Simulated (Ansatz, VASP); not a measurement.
**One calculation of Lu, two programs**

```
Lu
1.0
    14.00000    0.00000    0.00000
     0.00000   14.40000    0.00000
     0.00000    0.00000   14.80000
Lu
1
Cartesian
  7.0000 7.2000 7.4000
```

Alike in both runs: task single point; functional PBEsol; k mesh 1 × 1 × 1; occupations fermi-dirac, width 0.01 eV; collinear spin.

```csv
,VASP,Ansatz
version,VASP 6.6.1,Ansatz 0.2.0
potentials or method,"VASP PAW PBE potentials, release 64 (Lu), cutoff 520 eV","plane waves (420 eV) with PAW, scalar-relativistic"
valence electrons in the cell,25,25
```

VASP gave:

- net moment per atom (μB): 1.00
- size of the moment on the site where the two differ most (μB): 0.59

**Question.** What did Ansatz give for the same quantities?

**Answer.** net moment per atom (μB): 1.00; size of the moment on the site where the two differ most (μB): 1.00.

VASP's potentials were made for PBE, not for PBEsol, and Ansatz warns of the same on its side. Site moments also hang on the region over which each program counts them.

Neither program's run includes spin-orbit coupling.
